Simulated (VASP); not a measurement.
ZnO: single point with LDA

ZnO:

```xyz
2
Lattice="0.0000 2.1152 2.2237 2.1152 0.0000 2.2237 2.1152 2.1152 0.0000" Properties=species:S:1:pos:R:3 pbc="T T T"
Zn    0.0000    0.0000    0.0000
O     2.1152    2.1152    2.2237
```

This cell differs from its parent crystal: strain -0.025 along x and y, +0.025 along z.

- Program: VASP 6.6.1
- Task: single point
- Functional: LDA
- Potentials or basis: VASP PAW LDA potentials, release 64 (Zn, O)
- Cutoff: 520 eV
- k mesh: 12 × 12 × 12
- Occupations: gaussian, width 0.05 eV
- Spin: no spin polarisation

```json
{"Pressure": "-9.3 GPa", "Band gap on the k mesh": "0.68 eV, indirect (least direct gap 1.98 eV)"}
```

Stress tensor (GPa, compression positive):
```
 -8.27   0.00   0.00
  0.00  -8.27   0.00
  0.00   0.00 -11.48
```

Levels at points of the mesh, in eV from the valence-band top:
```tsv
k point	band 7	band 8	band 9	band 10	band 11	band 12
(0.00, 0.00, 0.00)	-1.55	-1.55	-1.30	0.68	17.47	17.66
(0.50, 0.00, 0.00)	-3.82	-0.29	0.00	5.15	8.69	11.89
(0.50, 0.50, 0.00)	-4.30	-2.78	-2.78	3.87	9.84	11.40
(0.50, 0.00, 0.50)	-4.18	-3.19	-2.70	3.81	10.52	10.79
```

Wall time 28 s on 1 thread of Intel Xeon 6455B, on a shared host, peak memory 0.16 GiB.

Caveat: the cell differs from its parent crystal (strain -0.025 along x and y, +0.025 along z). A k mesh can miss the band edges.
